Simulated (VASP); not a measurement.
Cu:

```
CELL_PARAMETERS angstrom
0.00000 1.77060 1.77060
1.77060 0.00000 1.77060
1.77060 1.77060 0.00000
ATOMIC_POSITIONS crystal
Cu 0.00000 0.00000 0.00000
```

Base run:

| Item | Value |
| --- | --- |
| Program | VASP 6.6.1 |
| Functional | SVWN5 |
| Potentials or basis | VASP PAW PBE potentials, release 64 (Cu) |
| Cutoff | 600 eV |
| k mesh | 13 × 13 × 13 |
| Occupations | fermi-dirac, width 0.05 eV |
| Spin | no spin polarisation |

Its results: band gap on the k mesh zero (an odd number of electrons rules out a gap without spin polarisation); pressure -3.1 GPa.

**Question.** The run is repeated on the same cell with these changes: functional from SVWN5 to BLYP; dispersion from none to D3(BJ). What comes out?

**Answer.** Band gap on the k mesh zero (an odd number of electrons rules out a gap without spin polarisation); pressure 0.9 GPa.

Several settings changed at once.

Caveats: the PAW data sets were made with another functional, which shifts forces and pressure a little; the cell stands under tension (at least some runs).
